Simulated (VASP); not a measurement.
# TiB (I-4m2) in VASP: a series of runs

The runs below take TiB through single point, with r2SCAN.

Everything below comes from runs of VASP 6.6.1. Logs are shortened: lines on timing, memory, paths and dates and some standing lists are left out, and cuts for length are marked.

### 1 The cell of the first run

Symmetry: I-4m2, No. 119, tetragonal system. Conventional cell: a = 2.897 Å, b = 2.897 Å, c = 4.307 Å, α = 90.00°, β = 90.00°, γ = 90.00°. Ti (site symmetry -4m2) has 4 B at 1.80 Å within 2.4 Å. Within 2.4 Å of B (site symmetry -4m2) lie 4 Ti at 1.80 Å.

### 2 Single point, r2SCAN (strain -0.025 along x and y, +0.025 along z)

Input file POSCAR:

```
TiB
1.0
    0.0000000000      2.0484750000      2.1535250000
    2.0484750000      0.0000000000      2.1535250000
    2.0484750000      2.0484750000      0.0000000000
Ti B
1 1
Direct
    0.7500000000      0.7500000000      0.7500000000
    0.0000000000      0.0000000000      0.0000000000
```

Input file INCAR.step1:

```
SYSTEM = TiB
  PREC = Accurate
  ENCUT = 520
  ISMEAR = 0
  SIGMA = 0.15
  LREAL = .FALSE.
  LASPH = .TRUE.
  NELM = 80
  NBANDS = 14
  GGA = PE
  ALGO = Normal
  EDIFF = 1E-4
  LWAVE = .TRUE.
  LCHARG = .FALSE.
```

Input file INCAR.step2:

```
SYSTEM = TiB
  PREC = Accurate
  ENCUT = 520
  EDIFF = 1E-6
  ISMEAR = 0
  SIGMA = 0.15
  LREAL = .FALSE.
  LASPH = .TRUE.
  NELM = 80
  ALGO = Normal
  ISIF = 2
  LWAVE = .FALSE.
  LCHARG = .TRUE.
  METAGGA = R2SCAN
  LMIXTAU = .TRUE.
  LELF = .TRUE.
  LVHAR = .TRUE.
  NBANDS = 14
  ISTART = 1
```

Input file KPOINTS:

```
regular mesh
0
G
  20 20 20
  0 0 0
```

Potentials or basis: VASP PAW PBE potentials, release 64 (Ti_sv, B).

The run is started by

```
> cat potpaw_PBE.64/Ti_sv/POTCAR potpaw_PBE.64/B/POTCAR > POTCAR
> cp INCAR.step1 INCAR
> mpirun -np 1 vasp_std > vasp.out
> cp INCAR.step2 INCAR
> mpirun -np 1 vasp_std > vasp.out
```

OUTCAR:

```text
SYSTEM = TiB
   PREC = Accurate
   ENCUT = 520
   EDIFF = 1E-6
   ISMEAR = 0
   LREAL = .FALSE.
   LASPH = .TRUE.
   NELM = 80
   ISIF = 2
   METAGGA = R2SCAN
   ISTART = 1

 ion  position               nearest neighbor table
   1  0.750  0.750  0.750-   2 1.80   2 1.80   2 1.80   2 1.80
   2  0.000  0.000  0.000-   1 1.80   1 1.80   1 1.80   1 1.80

  LATTYP: Found a body centered tetragonal cell.
 ALAT       =     2.8969811272
 C/A-ratio  =     1.4867373348

  Lattice vectors:

 A1 = (  -2.0484750000,   0.0000000000,   2.1535250000)
 A2 = (   2.0484750000,   0.0000000000,   2.1535250000)
 A3 = (   0.0000000000,   2.0484750000,  -2.1535250000)

Analysis of symmetry for initial positions (statically):
=====================================================================
 Subroutine PRICEL returns:
 Original cell was already a primitive cell.

 Routine SETGRP: Setting up the symmetry group for a
 body centered tetragonal supercell.

 Subroutine GETGRP returns: Found  8 space group operations
 (whereof  8 operations were pure point group operations)
 out of a pool of 16 trial point group operations.

The static configuration has the point symmetry D_2d.

Analysis of symmetry for dynamics (positions and initial velocities):
=====================================================================
 Subroutine PRICEL returns:
 Original cell was already a primitive cell.

 Routine SETGRP: Setting up the symmetry group for a
 body centered tetragonal supercell.

 Subroutine GETGRP returns: Found  8 space group operations
 (whereof  8 operations were pure point group operations)
 out of a pool of 16 trial point group operations.

The dynamic configuration has the point symmetry D_2d.

 Subroutine INISYM returns: Found  8 space group operations
 (whereof  8 operations are pure point group operations),
 and found     1 'primitive' translations

----------------------------------------------------------------------------------------

                                     Primitive cell

  volume of cell :      18.0735

  direct lattice vectors                    reciprocal lattice vectors
     0.000000000  2.048475000  2.153525000    -0.244084014  0.244084014  0.232177476
     2.048475000  0.000000000  2.153525000     0.244084014 -0.244084014  0.232177476
     2.048475000  2.048475000  0.000000000     0.244084014  0.244084014 -0.232177476

  length of vectors
     2.972191069  2.972191069  2.896981127     0.416005279  0.416005279  0.416005279

  position of ions in fractional coordinates (direct lattice)
     0.750000000  0.750000000  0.750000000
     0.000000000  0.000000000  0.000000000

  ion indices of the primitive-cell ions
   primitive index   ion index
                 1           1
                 2           2

----------------------------------------------------------------------------------------

 KPOINTS: regular mesh

Automatic generation of k-mesh.
 Grid dimensions read from file:
 generate k-points for:   20   20   20

 Generating k-lattice:

  Cartesian coordinates                     Fractional coordinates (reciprocal lattice)
    -0.012204201  0.012204201  0.011608874     0.050000000 -0.000000000  0.000000000
     0.012204201 -0.012204201  0.011608874    -0.000000000  0.050000000  0.000000000
     0.012204201  0.012204201 -0.011608874     0.000000000  0.000000000  0.050000000

  Length of vectors
     0.020800264  0.020800264  0.020800264

  Shift w.r.t. Gamma in fractional coordinates (k-lattice)
     0.000000000  0.000000000  0.000000000

 Subroutine IBZKPT returns following result:
 ===========================================

 Found    641 irreducible k-points:

 Following reciprocal coordinates:
            Coordinates               Weight
  0.000000  0.000000  0.000000      1.000000
  0.050000  0.000000  0.000000      8.000000
  0.100000 -0.000000  0.000000      8.000000
  0.150000 -0.000000  0.000000      8.000000
  0.200000 -0.000000  0.000000      8.000000
  0.250000 -0.000000  0.000000      8.000000
[... 16 lines left out ...]
 -0.400000  0.050000  0.000000      8.000000
 -0.350000  0.050000  0.000000      8.000000
 [... further k-points ...]
   k-points           NKPTS =    641   k-points in BZ     NKDIM =    641   number of bands    NBANDS=     14
   number of dos      NEDOS =    301   number of ions     NIONS =      2
   total plane-waves  NPLWV =  13824
   dimension x,y,z NGX =    24 NGY =   24 NGZ =   24
   dimension x,y,z NGXF=    48 NGYF=   48 NGZF=   48
   ions per type =               1   1
   NGX,Y,Z   is equivalent  to a cutoff of  13.42, 13.42, 13.77 a.u.
   NGXF,Y,Z  is equivalent  to a cutoff of  26.85, 26.85, 27.55 a.u.
 SYSTEM =  TiB
   PREC   = accura    normal or accurate (medium, high low for compatibility)
   ISTART =      1    job   : 0-new  1-cont  2-samecut
   ICHARG =      0    charge: 1-file 2-atom 10-const
   ISPIN  =      1    spin polarized calculation?
   LNONCOLLINEAR =      F non collinear calculations
   LSORBIT =      F    spin-orbit coupling
   LASPH  =      T    aspherical Exc in radial PAW
   ENCUT  =  520.0 eV  38.22 Ry    6.18 a.u.   5.53  5.53  5.39*2*pi/ulx,y,z
   NELM   =     80;   NELMIN=  2; NELMDL=  0     # of ELM steps
   EDIFF  = 0.1E-05   stopping-criterion for ELM
   LREAL  =      F    real-space projection
   EDIFFG = 0.1E-04   stopping-criterion for IOM
   NSW    =      0    number of steps for IOM
   IBRION =     -1    ionic relax: 0-MD 1-quasi-New 2-CG
   NFREE  =      0    steps in history (QN), initial steepest desc. (CG)
   ISIF   =      2    stress and relaxation
   ISYM   =      2    0-nonsym 1-usesym 2-fastsym
   POTIM  = 0.5000    time-step for ionic-motion
   TEBEG  =    0.0;   TEEND  =   0.0 temperature during run
   PSTRESS=    0.0 pullay stress
   NELECT =      15.0000    total number of electrons
   NUPDOWN=      -1.0000    fix difference up-down
   EMIN   =  10.00;   EMAX   =-10.00  energy-range for DOS
   EFERMI =   0.00;   METHOD = LEGACY
   ISMEAR =     0;   SIGMA  =   0.15  broadening in eV -4-tet -1-fermi 0-gaus
   EFERMI_NEDOS =   21; number of points for ismear=-14 and -15
   IALGO  =     38    algorithm
   IMIX   =      4    mixing-type and parameters
     AMIX     =   0.40;   BMIX     =  1.00
     AMIX_MAG =   1.60;   BMIX_MAG =  1.00
  volume/ion in A,a.u.               =       9.04        60.98
  Fermi-wavevector in a.u.,A,eV,Ry     =   1.538479  2.907303 32.203859  2.366917
  Thomas-Fermi vector in A             =   2.644841
   LORBIT       =      0    0 simple, 1 ext, 2 COOP (PROOUT), +10 PAW based schemes
   METAGGA = R2SCAN    functional components
   LHFCALC =     F    Hartree Fock is set to
   AEXX    =    0.0000 exact exchange contribution
   IVDW    =     0    specifies the selected vdW correction
   LEPSILON=     F    determine dielectric tensor
   LRPA    =     F    only Hartree local field effects (RPA)
 non-spin polarized calculation
 Gauss-broadening in eV      SIGMA  =   0.15
  energy-cutoff  :      520.00
  volume of cell :       18.07
 maximum number of plane-waves:       509
 NGX is ok and might be reduce to    24
   NGX = 11   NGY = 11   NGZ = 11

 number of electron      14.9999997 magnetization

 Free energy of the ion-electron system (eV)
  ---------------------------------------------------
  ext. energy  EPLUGINS =         0.00000000
  ---------------------------------------------------
  free energy    TOTEN  =       -15.41386084 eV

  energy without entropy =      -15.40559525  energy(sigma->0) =      -15.40972805

 E-fermi :   9.6546     XC(G=0): -13.8238

 val. band max:        9.6515201338   @ k =   0.3000   0.3000   0.0000
 cond. band min:       9.6698281026   @ k =  -0.3000   0.0500   0.3000
 fundamental gap:      0.0183079689
 Fermi energy:         9.6546486589

 k-point     1 :       0.0000    0.0000    0.0000
  band No.  band energies     occupation
      1     -47.3867      2.00000
      2     -22.4755      2.00000
      3     -22.4114      2.00000
      4     -22.4114      2.00000
      5       0.0342      2.00000
      6       7.3566      2.00000
      7       7.5592      2.00000
      8       7.5592      2.00000
      9      12.9710      0.00000
     10      13.6319      0.00000
     11      22.6553      0.00000
     12      22.8377      0.00000
     13      23.5483      0.00000
     14      23.5483      0.00000

 k-point     2 :       0.0500    0.0000    0.0000
  band No.  band energies     occupation
      1     -47.3834      2.00000
      2     -22.4864      2.00000
      3     -22.4279      2.00000
      4     -22.4141      2.00000
      5       0.1100      2.00000
      6       7.3657      2.00000
      7       7.5503      2.00000
      8       7.5962      2.00000
      9      12.9433      0.00000
     10      13.5916      0.00000
     11      22.6137      0.00000
     12      22.9621      0.00000
     13      23.4526      0.00000
     14      23.5588      0.00000

 k-point     3 :       0.1000   -0.0000    0.0000
  band No.  band energies     occupation
      1     -47.3737      2.00000
      2     -22.5345      2.00000
      3     -22.4590      2.00000
      4     -22.4218      2.00000
      5       0.3330      2.00000
      6       7.3354      2.00000
      7       7.5814      2.00000
      8       7.7023      2.00000
      9      12.8765      0.00000
     10      13.4861      0.00000
     11      22.3925      0.00000
     12      23.1401      0.00000
     13      23.4418      0.00000
     14      23.5641      0.00000
[... 324 lines left out ...]
 k-point    23 :      -0.4000    0.0500    0.0000
  band No.  band energies     occupation
      1     -47.2549      2.00000
      2     -23.2801      2.00000
      3     -22.6264      2.00000
      4     -22.5093      2.00000
      5       3.3569      2.00000
      6       6.8842      2.00000
      7       8.0270      2.00000
      8       8.5843      2.00000
      9      13.6895      0.00000
     10      14.2629      0.00000
     11      16.6392      0.00000
     12      20.5221      0.00000
     13      21.1700      0.00000
     14      23.0322      0.00000

 k-point    24 :      -0.3500    0.0500    0.0000
  band No.  band energies     occupation
      1     -47.2683      2.00000
      2     -23.1975      2.00000
      3     -22.6138      2.00000
      4     -22.4956      2.00000
      5       2.9940      2.00000
      6       6.8008      2.00000
      7       8.0482      2.00000
      8       8.5383      2.00000
      9      13.3586      0.00000
     10      13.9560      0.00000
     11      17.4558      0.00000
     12      21.0432      0.00000
     13      21.8017      0.00000
     14      23.3148      0.00000

 [... further k-points ...]

------------------------ aborting loop because EDIFF is reached ----------------------------------------

  FORCE on cell =-STRESS in cart. coord.  units (eV):
  Direction    XX          YY          ZZ          XY          YZ          ZX
  --------------------------------------------------------------------------------------
  -------------------------------------------------------------------------------------
  Total       14.6508197     14.6508197     15.9300038      0.0000000      0.0000000      0.0000000
  in kB     1298.7670352   1298.7670352   1412.1642435      0.0000000      0.0000000      0.0000000
  external PRESSURE =    1336.5661046 kB  Pullay stress =       0.0000000 kB

 VOLUME and BASIS-vectors are now :
 -----------------------------------------------------------------------------
  energy-cutoff  :      520.00
  volume of cell :       18.07
      direct lattice vectors                 reciprocal lattice vectors
     0.000000000  2.048475000  2.153525000    -0.244084014  0.244084014  0.232177476
     2.048475000  0.000000000  2.153525000     0.244084014 -0.244084014  0.232177476
     2.048475000  2.048475000  0.000000000     0.244084014  0.244084014 -0.232177476

 POSITION                                       TOTAL-FORCE (eV/Angst)
 -----------------------------------------------------------------------------------
      3.07271      3.07271      3.23029         0.000000      0.000000     -0.000000
      0.00000      0.00000      0.00000        -0.000000     -0.000000      0.000000
 -----------------------------------------------------------------------------------
    total drift:                               -0.000001     -0.000001      0.000002

  FREE ENERGIE OF THE ION-ELECTRON SYSTEM (eV)
  ---------------------------------------------------
  free  energy   TOTEN  =       -15.4138608409 eV

  energy  without entropy=      -15.4055952546  energy(sigma->0) =      -15.40972805
```

It took 11 min on 1 thread of AMD EPYC 7R13, shared host; peak memory 0.29 GiB.

Results:

* Free energy: -15.4139 eV
* Pressure: 133.7 GPa
* Band gap on the k mesh: zero (an odd number of electrons rules out a gap without spin polarisation)

Caveat: the cell differs from its parent crystal (strain -0.025 along x and y, +0.025 along z); the stress differs along the axes, from 130 to 141 GPa; the PAW data sets were made with another functional, which shifts forces and pressure a little; an odd number of electrons without spin polarisation forces a metal; a magnetic or distorted state may lie lower.

[end of part 1 of 2]
